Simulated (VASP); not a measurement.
Input of a VASP 6.6.1 run:

The input INCAR:

```
PREC     = Accurate       # precision mode
ENCUT    = 520            # plane-wave cutoff, eV
EDIFF    = 1E-7           # SCF threshold, eV
ISMEAR   = 0              # smearing method
SIGMA    = 0.02           # smearing width, eV
LREAL    = False          # projectors in reciprocal space
LASPH    = True           # aspherical terms in the spheres
NELM     = 60             # most SCF steps
ALGO     = Normal         # electronic algorithm
ISIF     = 2              # what is computed and relaxed
LWAVE    = False          # write WAVECAR
LCHARG   = True           # write CHGCAR
GGA      = PE             # functional
LELF     = True           # ELF
LVHAR    = True         
NBANDS   = 28             # bands
```

Contents of KPOINTS:

```
Automatic mesh
0
Gamma
  6 6 6
```

POSCAR

```
BaZrO3
1.0
    4.2268117978      0.0000000000      0.0000000000
    0.0000000000      4.2268117978      0.0000000000
    0.0000000000      0.0000000000      4.2268117978
Ba Zr O
1 1 3
Direct
    0.0000000000      0.0000000000      0.0000000000
    0.5000000000      0.5000000000      0.5000000000
    0.5000000000      0.0000000000      0.5000000000
    0.5000000000      0.5000000000      0.0000000000
    0.0000000000      0.5000000000      0.5000000000
```

Potentials or basis: VASP PAW PBE potentials, release 64 (Ba_sv, Zr_sv, O).

The run is started by

```bash
$ cat potpaw_PBE.64/Ba_sv/POTCAR potpaw_PBE.64/Zr_sv/POTCAR potpaw_PBE.64/O/POTCAR > POTCAR
$ mpirun -np 1 vasp_std > vasp.out
```

Problem. Estimate the pressure.

Solution. 1.0 GPa.

Problem. What does it give for the band gap on the k mesh?

Solution. 3.13 eV, indirect (least direct gap 3.38 eV).

Caveat: spin-orbit coupling is left out, which moves the levels of the heavy elements. A k mesh can miss the band edges.
